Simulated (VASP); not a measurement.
A run of VASP 6.6.1:

File POSCAR:

```
Al2O3
1.0
    3.0174825440      0.0000000000      0.0000000000
   -1.5087412720      2.6132165386      0.0000000000
    0.0000000000      0.0000000000      7.5746360022
Al O
2 3
Direct
    0.0000000000      0.0000000000      0.7220490000
    0.0000000000      0.0000000000      0.2779510000
    0.0000000000      0.0000000000      0.5000000000
    0.6666666667      0.3333333333      0.8005460000
    0.3333333333      0.6666666667      0.1994540000
```

File INCAR.step1:

```
SYSTEM = Al2O3
PREC = Accurate
ENCUT = 520
ISMEAR = -1
SIGMA = 0.05
LREAL = .FALSE.
LASPH = .TRUE.
NELM = 60
NBANDS = 20
GGA = PE
ALGO = Normal
EDIFF = 1E-4
LWAVE = .TRUE.
LCHARG = .FALSE.
```

INCAR.step2

```
SYSTEM = Al2O3
PREC = Accurate
ENCUT = 520
EDIFF = 1E-6
ISMEAR = -1
SIGMA = 0.05
LREAL = .FALSE.
LASPH = .TRUE.
NELM = 60
ALGO = Normal
ISIF = 2
LWAVE = .FALSE.
LCHARG = .FALSE.
METAGGA = R2SCAN
LMIXTAU = .TRUE.
NBANDS = 20
ISTART = 1
```

Contents of KPOINTS:

```
regular mesh
0
G
  10 10 4
  0 0 0
```

Potentials or basis: VASP PAW PBE potentials, release 64 (Al, O).

Run with:

```bash
$ cat potpaw_PBE.64/Al/POTCAR potpaw_PBE.64/O/POTCAR > POTCAR
$ cp INCAR.step1 INCAR
$ mpirun -np 1 vasp_std > vasp.out
$ cp INCAR.step2 INCAR
$ mpirun -np 1 vasp_std > vasp.out
```

Hardware: 1 thread of AMD EPYC 9R45 96-Core Processor (Zen 5), with other jobs on the host.

**Question.** Estimate the wall time of this run.

**Answer.** Wall time 2.6 min on 1 thread of AMD EPYC 9R45 96-Core Processor (Zen 5) (shared host), peak memory 0.17 GiB. Counts: k points 50.
